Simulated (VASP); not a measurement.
Co2Ru:

```xyz
3
Lattice="0.0000 2.5285 2.5285 2.5285 0.0000 2.5285 2.5285 2.5285 0.0000" Properties=species:S:1:pos:R:3 pbc="T T T"
Co    1.2643    1.2643    1.2643
Co    3.7928    3.7928    3.7928
Ru    0.0000    0.0000    0.0000
```

| Quantity | Value |
| --- | --- |
| Program | VASP 6.6.1 |
| Task | relaxation of cell and atoms |
| Functional | PBE |
| Potentials or basis | VASP PAW PBE potentials, release 64 (Co, Ru_pv) |
| Cutoff | 600 eV |
| k mesh | 6 × 6 × 6 |
| Occupations | gaussian, width 0.1 eV |
| Spin | collinear spin, ferromagnetic start |
| Starting moments | [0.67, 0.67, 0.37] μB |

At the start: pressure 94.1 GPa; volume 10.78 Å³/atom.

How do energy, volume and symmetry change on relaxing?

Over 5 steps the energy falls by 767.2 meV/atom and the volume is 14.15 Å³/atom (+31.3 %); space group Fm-3m (No. 225, to 0.1 Å) before and after; moment 2.36 μB per cell.

The path:
| step | energy change (eV) | largest force (eV/Å) | pressure (GPa) | volume (Å³) |
| --- | --- | --- | --- | --- |
| 1 | 0.0000 | 0.0000 | 94.12 | 32.33 |
| 2 | 1.1767 | 0.0000 | -22.68 | 71.93 |
| 3 | -2.2387 | 0.0000 | -8.23 | 44.81 |
| 4 | -2.2929 | 0.0000 | -3.29 | 43.33 |
| 5 | -2.3016 | 0.0000 | 0.16 | 42.46 |

Final structure:
```cif
data_structure
_symmetry_space_group_name_H-M 'P 1'
_symmetry_Int_Tables_number 1
_cell_length_a 3.9158
_cell_length_b 3.9158
_cell_length_c 3.9158
_cell_angle_alpha 60.000
_cell_angle_beta 60.000
_cell_angle_gamma 60.000
_cell_volume 42.46
loop_
_atom_site_label
_atom_site_type_symbol
_atom_site_fract_x
_atom_site_fract_y
_atom_site_fract_z
_atom_site_occupancy
Co1 Co 0.25000 0.25000 0.25000 1
Co2 Co 0.75000 0.75000 0.75000 1
Ru1 Ru 0.00000 0.00000 0.00000 1
```

Caveat: the volume moved by over 15 % at a fixed basis, so the end points are rough.
